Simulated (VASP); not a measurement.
# HRh6 in VASP: notebook

Runs on HRh6. Level: PBE. Tasks: single point.

All numbers are computed with VASP 6.6.1; they aren't measurements. Logs are shortened: lines on timing, memory, paths and dates and some standing lists are left out, and cuts for length are marked.

## 1. The cell of the first run

The cell holds a slab with vacuum, 14 atoms: a = 5.416 Å, b = 5.416 Å, c = 21.674 Å, α = 90.00°, β = 90.00°, γ = 90.00°.

## 2. Single point, PBE

INCAR

```
  ALGO = Normal
  DIPOL = 0.5 0.5 0.284
  EDIFF = 1E-6
  ENCUT = 520
  GGA = PE
  IDIPOL = 3
  ISIF = 2
  ISMEAR = 0
  LASPH = True
  LCHARG = False
  LDIPOL = True
  LREAL = False
  LWAVE = False
  NBANDS = 104
  NELM = 60
  PREC = Accurate
  SIGMA = 0.1
```

KPOINTS

```
k-points
0
Gamma
  5 5 1
```

POSCAR

```
HRh6
1.0
    5.4163401145      0.0000000000      0.0000000000
    0.0000000000      5.4163401145      0.0000000000
    0.0000000000      0.0000000000     21.6737367085
Rh H
12 2
Direct
    0.2500000000      0.2500000000      0.1845551625
    0.2500000000      0.7500000000      0.1845551625
    0.7500000000      0.2500000000      0.1845551625
    0.7500000000      0.7500000000      0.1845551625
    0.0000000000      0.0000000000      0.2693761947
    0.0000000000      0.5000000000      0.2693761947
    0.5000000000      0.0000000000      0.2693761947
    0.5000000000      0.5000000000      0.2693761947
    0.2500000000      0.2500000000      0.3540569313
    0.2500000000      0.7500000000      0.3540569313
    0.7500000000      0.2500000000      0.3540569313
    0.7500000000      0.7500000000      0.3540569313
    0.3619916800      0.5000000000      0.3748193871
    0.6380083200      0.5000000000      0.3748193871
```

Potentials or basis: VASP PAW PBE potentials, release 64 (Rh_pv, H).

Started as:

```console
$ cat potpaw_PBE.64/Rh_pv/POTCAR potpaw_PBE.64/H/POTCAR > POTCAR
$ mpirun -np 1 vasp_std > vasp.out
```

OUTCAR:

```text
EDIFF = 1E-6
   ENCUT = 520
   GGA = PE
   ISIF = 2
   ISMEAR = 0
   LASPH = True
   LREAL = False
   NELM = 60
   PREC = Accurate

 ion  position               nearest neighbor table
   1  0.250  0.250  0.185-   5 2.65   6 2.65   7 2.65   8 2.65   2 2.71   3 2.71   2 2.71   3 2.71

   2  0.250  0.750  0.185-   5 2.65   6 2.65   7 2.65   8 2.65   1 2.71   4 2.71   1 2.71   4 2.71

   3  0.750  0.250  0.185-   5 2.65   6 2.65   7 2.65   8 2.65   1 2.71   4 2.71   4 2.71   1 2.71
[... 4 lines left out ...]
                             6 2.71   7 2.71   6 2.71   7 2.71
   6  0.000  0.500  0.269-   9 2.65  10 2.65  11 2.65  12 2.65   1 2.65   2 2.65   3 2.65   4 2.65
                             5 2.71   8 2.71   5 2.71   8 2.71
   7  0.500  0.000  0.269-   9 2.65  10 2.65  11 2.65  12 2.65   1 2.65   2 2.65   3 2.65   4 2.65
                             5 2.71   8 2.71   8 2.71   5 2.71
   8  0.500  0.500  0.269-   9 2.65  10 2.65  11 2.65  12 2.65   1 2.65   2 2.65   3 2.65   4 2.65
                             6 2.71   7 2.71   7 2.71   6 2.71
   9  0.250  0.250  0.354-  13 1.55   6 2.65   7 2.65   8 2.65   5 2.65  11 2.71  10 2.71  10 2.71
                            11 2.71
  10  0.250  0.750  0.354-  13 1.55   6 2.65   7 2.65   8 2.65   5 2.65  12 2.71   9 2.71   9 2.71
                            12 2.71
  11  0.750  0.250  0.354-  14 1.55   6 2.65   7 2.65   8 2.65   5 2.65  12 2.71   9 2.71  12 2.71
                             9 2.71
  12  0.750  0.750  0.354-  14 1.55   6 2.65   7 2.65   8 2.65   5 2.65  11 2.71  10 2.71  11 2.71
                            10 2.71
  13  0.362  0.500  0.375-   9 1.55  10 1.55
  14  0.638  0.500  0.375-  11 1.55  12 1.55

  LATTYP: Found a simple tetragonal cell.
 ALAT       =     5.4163401145
 C/A-ratio  =     4.0015464779

  Lattice vectors:

 A1 = (   5.4163401145,   0.0000000000,   0.0000000000)
 A2 = (   0.0000000000,   5.4163401145,   0.0000000000)
 A3 = (   0.0000000000,   0.0000000000,  21.6737367085)

Analysis of symmetry for initial positions (statically):
=====================================================================
 Subroutine PRICEL returns:
 Original cell was already a primitive cell.

 Routine SETGRP: Setting up the symmetry group for a
 simple tetragonal supercell.

 Subroutine GETGRP returns: Found  4 space group operations
 (whereof  4 operations were pure point group operations)
 out of a pool of 16 trial point group operations.

The static configuration has the point symmetry C_2v.

Analysis of symmetry for dynamics (positions and initial velocities):
[... 143 lines left out ...]
   LORBIT       =      0    0 simple, 1 ext, 2 COOP (PROOUT), +10 PAW based schemes
   GGA     = PE    functional components
   LHFCALC =     F    Hartree Fock is set to
   AEXX    =    0.0000 exact exchange contribution
   IVDW    =     0    specifies the selected vdW correction
   LEPSILON=     F    determine dielectric tensor
   LRPA    =     F    only Hartree local field effects (RPA)
 non-spin polarized calculation
 Gauss-broadening in eV      SIGMA  =   0.10
  energy-cutoff  :      520.00
  volume of cell :      635.84
 maximum number of plane-waves:     17146
   NGX = 21   NGY = 21   NGZ = 81

 dipolmoment           0.000000      0.000000     -0.225990 electrons x Angstroem

 number of electron     182.0000089 magnetization

 dipolmoment           0.000000      0.000000      0.013833 electrons x Angstroem

 Free energy of the ion-electron system (eV)
  ---------------------------------------------------
  ext. energy  EPLUGINS =         0.00000000
  ---------------------------------------------------
  free energy    TOTEN  =       -84.91696909 eV

  energy without entropy =      -84.82256844  energy(sigma->0) =      -84.86976877

 E-fermi :  -0.5749     XC(G=0):  -4.5893

 val. band max:       -0.5951937254   @ k =  -0.2000   0.4000   0.0000
 cond. band min:      -0.5677322474   @ k =   0.0000   0.0000   0.0000
 fundamental gap:      0.0274614780
 Fermi energy:        -0.5749481821

 k-point     1 :       0.0000    0.0000    0.0000
  band No.  band energies     occupation
      1     -47.6094      2.00000
      2     -47.6036      2.00000
      3     -47.5614      2.00000
      4     -47.5402      2.00000
      5     -47.4774      2.00000
      6     -47.4622      2.00000
[... 943 lines left out ...]
    102       1.0019      0.00000
    103       1.0635      0.00000
 [bands above 103 left out]

------------------------ aborting loop because EDIFF is reached ----------------------------------------

 vacuum level on the upper side and lower side of the slab       (xc-potential included)        -0.071        -0.143

  FORCE on cell =-STRESS in cart. coord.  units (eV):
  Direction    XX          YY          ZZ          XY          YZ          ZX
  --------------------------------------------------------------------------------------
  -------------------------------------------------------------------------------------
  Total       -1.2156824      6.7139454      4.4438941      0.0000000      0.0000000      0.0000000
  in kB       -3.0632686     16.9177553     11.1976951      0.0000000      0.0000000      0.0000000
  external PRESSURE =       8.3507273 kB  Pullay stress =       0.0000000 kB

 VOLUME and BASIS-vectors are now :
 -----------------------------------------------------------------------------
  energy-cutoff  :      520.00
  volume of cell :      635.84
      direct lattice vectors                 reciprocal lattice vectors
     5.416340114  0.000000000  0.000000000     0.184626515  0.000000000  0.000000000
     0.000000000  5.416340114  0.000000000     0.000000000  0.184626515  0.000000000
     0.000000000  0.000000000 21.673736709     0.000000000  0.000000000  0.046138791

 POSITION                                       TOTAL-FORCE (eV/Angst)
 -----------------------------------------------------------------------------------
      1.35409      1.35409      4.00000        -0.036065      0.014288      0.073606
      1.35409      4.06226      4.00000        -0.036065     -0.014288      0.073606
      4.06226      1.35409      4.00000         0.036065      0.014288      0.073606
      4.06226      4.06226      4.00000         0.036065     -0.014288      0.073606
      0.00000      0.00000      5.83839         0.000000     -0.000000     -0.600517
      0.00000      2.70817      5.83839         0.000000     -0.000000     -0.523708
      2.70817      0.00000      5.83839         0.000000     -0.000000     -0.294754
      2.70817      2.70817      5.83839         0.000000     -0.000000     -0.809084
      1.35409      1.35409      7.67374        -1.003250     -2.197749     -0.386190
      1.35409      4.06226      7.67374        -1.003250      2.197749     -0.386190
      4.06226      1.35409      7.67374         1.003250     -2.197749     -0.386190
      4.06226      4.06226      7.67374         1.003250      2.197749     -0.386190
      1.96067      2.70817      8.12374         1.060528     -0.000000      1.739199
      3.45567      2.70817      8.12374        -1.060528     -0.000000      1.739199
 -----------------------------------------------------------------------------------
    total drift:                                0.000000      0.000000      0.001400

  FREE ENERGIE OF THE ION-ELECTRON SYSTEM (eV)
  ---------------------------------------------------
  free  energy   TOTEN  =       -84.9169690937 eV

  energy  without entropy=      -84.8225684369  energy(sigma->0) =      -84.86976877

 vacuum level on the upper side and lower side of the slab         4.422         4.347
```

stdout:

```text
POSCAR found type information on POSCAR RhH
 POSCAR found :  2 types and      14 ions
 scaLAPACK will be used
 LDA part: xc-table for (Slater+PW92), standard interpolation
 POSCAR, INCAR and KPOINTS ok, starting setup
 FFT: planning ... GRIDC
 FFT: planning ... GRID_SOFT
 FFT: planning ... GRID
 WAVECAR not read
 entering main loop
```

Run time: 24 min. Hardware: 1 thread of Intel Xeon Platinum 8259CL at 2.50GHz (Skylake/Cascade Lake), shared host; peak memory 0.78 GiB.

What came out:

- Free energy: -84.9170 eV
- Largest force: 2.447 eV/Å
- Band gap on the k mesh: zero (bands 91 and 92 overlap by 0.64 eV)

Forces in eV/Å, atoms in the order of the input:
```
Rh  -0.036  0.014  0.074
Rh  -0.036 -0.014  0.074
Rh   0.036  0.014  0.074
Rh   0.036 -0.014  0.074
Rh   0.000  0.000 -0.601
Rh   0.000  0.000 -0.524
Rh   0.000  0.000 -0.295
Rh   0.000  0.000 -0.809
Rh  -1.003 -2.198 -0.386
Rh  -1.003  2.198 -0.386
Rh   1.003 -2.198 -0.386
Rh   1.003  2.198 -0.386
H    1.061  0.000  1.739
H   -1.061  0.000  1.739
```

## 3. Single point, PBE

INCAR

```
SYSTEM = HRh6
PREC = Accurate
ENCUT = 520
EDIFF = 1E-7
ISMEAR = 0
SIGMA = 0.1
LREAL = .FALSE.
LASPH = .TRUE.
NELM = 60
ALGO = Normal
ISIF = 2
LWAVE = .FALSE.
LCHARG = .TRUE.
LDIPOL = .TRUE.
IDIPOL = 3
DIPOL = 0.5 0.5 0.289
GGA = PE
LELF = .TRUE.
LVHAR = .TRUE.
LVACPOTAV = .TRUE.
NBANDS = 104
```

KPOINTS

```
Automatic mesh
0
G
  5 5 1
  0 0 0
```

Changes to POSCAR since step 2:

```diff
@@ -20,3 +20,3 @@
     0.7500000000      0.7500000000      0.3540569313
-    0.3619916800      0.5000000000      0.3748193871
-    0.6380083200      0.5000000000      0.3748193871
+    0.2936798694      0.5000000000      0.4043482131
+    0.7063201306      0.5000000000      0.4043482131
```

Potentials or basis: VASP PAW PBE potentials, release 64 (Rh_pv, H).

Started as:

```console
$ cat potpaw_PBE.64/Rh_pv/POTCAR potpaw_PBE.64/H/POTCAR > POTCAR
$ mpirun -np 1 vasp_std > vasp.out
```

Run time: 37 min. Hardware: 1 thread of AMD EPYC 7R43 (Zen 3), shared host; peak memory 0.72 GiB.

It converged, with:

```yaml
Free_energy: -86.3000 eV
Largest_force: 0.333 eV/Å
Band_gap_on_the_k_mesh: zero (bands 91 and 92 overlap by 0.69 eV)
Work_function_of_the_upper_face: 5.33 eV
Work_function_of_the_lower_face: 4.96 eV
```

Forces on the atoms (eV/Å):
```
Rh  -0.004  0.064 -0.027
Rh  -0.004 -0.064 -0.027
Rh   0.004  0.064 -0.027
Rh   0.004 -0.064 -0.027
Rh   0.000  0.000 -0.015
Rh   0.000  0.000 -0.284
Rh   0.000  0.000  0.032
Rh   0.000  0.000 -0.333
Rh   0.046 -0.046  0.150
Rh   0.046  0.046  0.150
Rh  -0.046 -0.046  0.150
Rh  -0.046  0.046  0.150
H   -0.173  0.000  0.054
H    0.173  0.000  0.054
```

Levels at points of the mesh, in eV from the Fermi level:
```tsv
k point	band 87	band 88	band 89	band 90	band 91	band 92	band 93	band 94	band 95	band 96
(0.00, 0.00, 0.00)	0.06	0.16	0.26	0.30	0.33	0.47	0.55	0.60	0.62	0.65
```

## 4. Single point, PBE

INCAR

```
SYSTEM = HRh6
PREC     = Accurate       ! precision mode
ENCUT    = 520            ! plane-wave cutoff, eV
EDIFF    = 1E-7           ! SCF threshold, eV
ISMEAR   = 0              ! smearing method
SIGMA    = 0.1            ! smearing width, eV
LREAL    = .FALSE.        ! projectors in reciprocal space
LASPH    = .TRUE.         ! aspherical terms in the spheres
NELM     = 80             ! most SCF steps
ALGO     = Normal         ! electronic algorithm
ISIF     = 2              ! what is computed and relaxed
LWAVE    = .FALSE.        ! write WAVECAR
LCHARG   = .FALSE.        ! write CHGCAR
LDIPOL   = .TRUE.       
IDIPOL   = 3            
DIPOL    = 0.5 0.5 0.301
GGA      = PE             ! functional
NBANDS   = 104            ! bands
```

KPOINTS is that of step 3.

Changes to POSCAR since step 3:

```diff
@@ -20,3 +20,3 @@
     0.7500000000      0.7500000000      0.3540569313
-    0.2936798694      0.5000000000      0.4043482131
-    0.7063201306      0.5000000000      0.4043482131
+    0.3909780428      0.5000000000      0.4924733032
+    0.6090219572      0.5000000000      0.4924733032
```

Started as:

```console
$ cat potpaw_PBE.64/Rh_pv/POTCAR potpaw_PBE.64/H/POTCAR > POTCAR
$ mpirun -np 1 vasp_std > vasp.out
```

It took 19 min on 1 thread of Intel Xeon 6975P-C (Granite Rapids), shared host; peak memory 0.76 GiB.

The run converged. Its results:

```
Free energy            : -83.9639 eV
Largest force          : 4.480 eV/Å
Band gap on the k mesh : zero (bands 91 and 92 overlap by 0.70 eV)
```

Forces in eV/Å, atoms in the order of the input:
```
Rh  -0.007 -0.002  0.040
Rh  -0.007  0.002  0.040
Rh   0.007 -0.002  0.040
Rh   0.007  0.002  0.040
Rh   0.000  0.000 -0.024
Rh   0.000  0.000 -0.057
Rh   0.000  0.000 -0.047
Rh   0.000  0.000 -0.031
Rh  -0.013 -0.001  0.013
Rh  -0.013  0.001  0.013
Rh   0.013 -0.001  0.013
Rh   0.013  0.001  0.013
H    4.479  0.000 -0.026
H   -4.479  0.000 -0.026
```

Levels at points of the mesh, in eV from the Fermi level:
```tsv
k point	band 88	band 89	band 90	band 91	band 92	band 93
(0.00, 0.00, 0.00)	0.22	0.30	0.35	0.35	0.54	0.56
```

## 5. Single point, PBE

INCAR

```
SYSTEM = HRh6
ALGO = Normal
DIPOL = 0.5 0.5 0.293
EDIFF = 1E-6
ENCUT = 520
GGA = PE
IDIPOL = 3
ISIF = 2
ISMEAR = 0
LASPH = .TRUE.
LCHARG = .FALSE.
LDIPOL = .TRUE.
LREAL = .FALSE.
LWAVE = .FALSE.
NBANDS = 104
NELM = 60
PREC = Accurate
SIGMA = 0.1
```

KPOINTS

```
k-points
0
G
  5 5 1
  0 0 0
```

Changes to POSCAR since step 4:

```diff
@@ -20,3 +20,3 @@
     0.7500000000      0.7500000000      0.3540569313
-    0.3909780428      0.5000000000      0.4924733032
-    0.6090219572      0.5000000000      0.4924733032
+    0.4307650568      0.5000000000      0.4338770391
+    0.5692349432      0.5000000000      0.4338770391
```

Potentials or basis: VASP PAW PBE potentials, release 64 (Rh_pv, H).

Started as:

```console
$ cat potpaw_PBE.64/Rh_pv/POTCAR potpaw_PBE.64/H/POTCAR > POTCAR
$ mpirun -np 1 vasp_std > vasp.out
```

OUTCAR:

```text
SYSTEM = HRh6
   EDIFF = 1E-6
   ENCUT = 520
   GGA = PE
   ISIF = 2
   ISMEAR = 0
   LASPH = .TRUE.
   LREAL = .FALSE.
   NELM = 60
   PREC = Accurate

 ion  position               nearest neighbor table
   1  0.250  0.250  0.185-   5 2.65   6 2.65   7 2.65   8 2.65   2 2.71   3 2.71   2 2.71   3 2.71

   2  0.250  0.750  0.185-   5 2.65   6 2.65   7 2.65   8 2.65   1 2.71   4 2.71   1 2.71   4 2.71

   3  0.750  0.250  0.185-   5 2.65   6 2.65   7 2.65   8 2.65   1 2.71   4 2.71   4 2.71   1 2.71
[... 15 lines left out ...]
  11  0.750  0.250  0.354-   5 2.65   6 2.65   7 2.65   8 2.65   9 2.71  12 2.71  12 2.71   9 2.71

[... 1179 lines left out ...]
      direct lattice vectors                 reciprocal lattice vectors
     5.416340114  0.000000000  0.000000000     0.184626515  0.000000000  0.000000000
     0.000000000  5.416340114  0.000000000     0.000000000  0.184626515  0.000000000
     0.000000000  0.000000000 21.673736709     0.000000000  0.000000000  0.046138791

 POSITION                                       TOTAL-FORCE (eV/Angst)
 -----------------------------------------------------------------------------------
      1.35409      1.35409      4.00000        -0.024110     -0.011049      0.056050
      1.35409      4.06226      4.00000        -0.024110      0.011049      0.056050
      4.06226      1.35409      4.00000         0.024110     -0.011049      0.056050
      4.06226      4.06226      4.00000         0.024110      0.011049      0.056050
      0.00000      0.00000      5.83839         0.000000     -0.000000      0.253986
      0.00000      2.70817      5.83839         0.000000     -0.000000     -0.256931
      2.70817      0.00000      5.83839         0.000000     -0.000000     -0.227322
      2.70817      2.70817      5.83839         0.000000     -0.000000     -0.121014
      1.35409      1.35409      7.67374        -0.089197     -0.063494      0.018676
      1.35409      4.06226      7.67374        -0.089197      0.063494      0.018676
      4.06226      1.35409      7.67374         0.089197     -0.063494      0.018676
      4.06226      4.06226      7.67374         0.089197      0.063494      0.018676
      2.33317      2.70817      9.40374        -1.537445     -0.000000      0.026188
      3.08317      2.70817      9.40374         1.537445     -0.000000      0.026188
 -----------------------------------------------------------------------------------
    total drift:                               -0.000000      0.000000      0.001407

  FREE ENERGIE OF THE ION-ELECTRON SYSTEM (eV)
  ---------------------------------------------------
  free  energy   TOTEN  =       -85.2177323682 eV

  energy  without entropy=      -85.1279653610  energy(sigma->0) =      -85.17284886

 vacuum level on the upper side and lower side of the slab         4.218         4.533
```

It took 12 min on 1 thread of AMD EPYC 9R45 (Zen 5), shared host; peak memory 0.75 GiB.

Results:

- Free energy: -85.2177 eV
- Largest force: 1.538 eV/Å
- Band gap on the k mesh: zero (bands 91 and 92 overlap by 0.68 eV)

Forces in eV/Å, atoms in the order of the input:
```
Rh  -0.024 -0.011  0.056
Rh  -0.024  0.011  0.056
Rh   0.024 -0.011  0.056
Rh   0.024  0.011  0.056
Rh   0.000  0.000  0.254
Rh   0.000  0.000 -0.257
Rh   0.000  0.000 -0.227
Rh   0.000  0.000 -0.121
Rh  -0.089 -0.063  0.019
Rh  -0.089  0.063  0.019
Rh   0.089 -0.063  0.019
Rh   0.089  0.063  0.019
H   -1.537  0.000  0.026
H    1.537  0.000  0.026
```

Levels at points of the mesh, in eV from the Fermi level:
```csv
k point,band 88,band 89,band 90,band 91,band 92,band 93,band 94,band 95,band 96,band 97
"(0.00, 0.00, 0.00)",0.22,0.28,0.34,0.34,0.53,0.57,0.65,0.67,0.67,0.77
```

## 6. Summary

```tsv
cell	gap on the mesh (eV)	largest force (eV/Å)
as given, atomic positions A	none	2.45
as given, atomic positions B	none	0.33
as given, atomic positions C	none	4.48
as given, atomic positions D	none	1.54
```

Alike in all rows: task single point; level PBE; potentials or basis VASP PAW PBE potentials, release 64 (Rh_pv, H); no spin polarisation; k mesh 5 × 5 × 1; cutoff (eV) 520; smearing gaussian 0.1 eV.

Total energies depend on the potentials used, so only differences within one code and one set of settings carry meaning.
